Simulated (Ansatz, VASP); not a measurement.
B3C2 in VASP and in Ansatz

Contents of INCAR:

```
ALGO = Normal
EDIFF = 1E-7
ENCUT = 520
GGA = PE
ISIF = 2
ISMEAR = 0
ISPIN = 2
LASPH = True
LCHARG = False
LORBIT = 11
LREAL = False
LWAVE = False
MAGMOM = 0 0 0 1 1
NBANDS = 20
NELM = 150
PREC = Accurate
SIGMA = 0.1
```

KPOINTS

```
k-points
0
Gamma
  6 6 4
```

The input POSCAR:

```
B3C2
1.0
    2.7285893392      0.0000000000      0.0000000000
   -1.3642946696      2.3630276842      0.0000000000
    0.0000000000      0.0000000000      7.0804714419
B C
3 2
Direct
    0.6666666667      0.3333333333      0.7672310774
    0.6666666667      0.3333333333      0.2327689226
    0.6666666667      0.3333333333      0.0000000000
    0.3333333333      0.6666666667      0.7690597105
    0.3333333333      0.6666666667      0.2309402895
```

Input for Ansatz:

```yaml
crystal:
  lattice:
    - [2.7285893392, 0.0, 0.0]
    - [-1.3642946696, 2.3630276842, 0.0]
    - [0.0, 0.0, 7.0804714419]
  atoms:
    - { symbol: B, position: [0.6666666667, 0.3333333333, 0.7672310774] }
    - { symbol: B, position: [0.6666666667, 0.3333333333, 0.2327689226] }
    - { symbol: B, position: [0.6666666667, 0.3333333333, 0.0] }
    - { symbol: C, position: [0.3333333333, 0.6666666667, 0.7690597105], spin: 1.0 }
    - { symbol: C, position: [0.3333333333, 0.6666666667, 0.2309402895], spin: 1.0 }
basis:
  ecutwfc: 420
kpoints:
  mp_grid: { grid: [6, 6, 4] }
hamiltonian:
  xc: pbe
scf:
  occupations: { method: gaussian, width: 0.1 }
  lower_state_search: "off"
output:
  forces: true
  stress: true
  eigenvalues: true
  populations: true
magnetization:
  spin_polarized: true
```

Alike in both runs: task single point; functional PBE; k mesh 6 × 6 × 4; occupations gaussian, width 0.1 eV; collinear spin.

```csv
,VASP,Ansatz
version,VASP 6.6.1,Ansatz 0.2.0
potentials or method,"VASP PAW PBE potentials, release 64 (B, C), cutoff 520 eV","scalar-relativistic, plane waves, PAW"
valence electrons in the cell,17,17
```

VASP gave:

* gap on the k mesh at the Fermi level (eV): none
* pressure (GPa): 0.2
* traceless stress, the component that is largest in VASP (GPa): 0.02
* rms of the force components (eV/Å): 0.010
* net moment per atom (μB): 0.00

Q: Estimate Ansatz's values.

A: gap on the k mesh at the Fermi level (eV): none; pressure (GPa): 0.0; traceless stress, the component that is largest in VASP (GPa): 0.12; rms of the force components (eV/Å): 0.008; net moment per atom (μB): 0.00.

Atom by atom the forces differ by 0.004 eV/Å (rms over components). A gap of «none» marks a metal or a gap that the smearing closes. Ansatz's warnings: seeded moment not kept.

The k mesh is coarse, so the values compare programs but aren't converged.
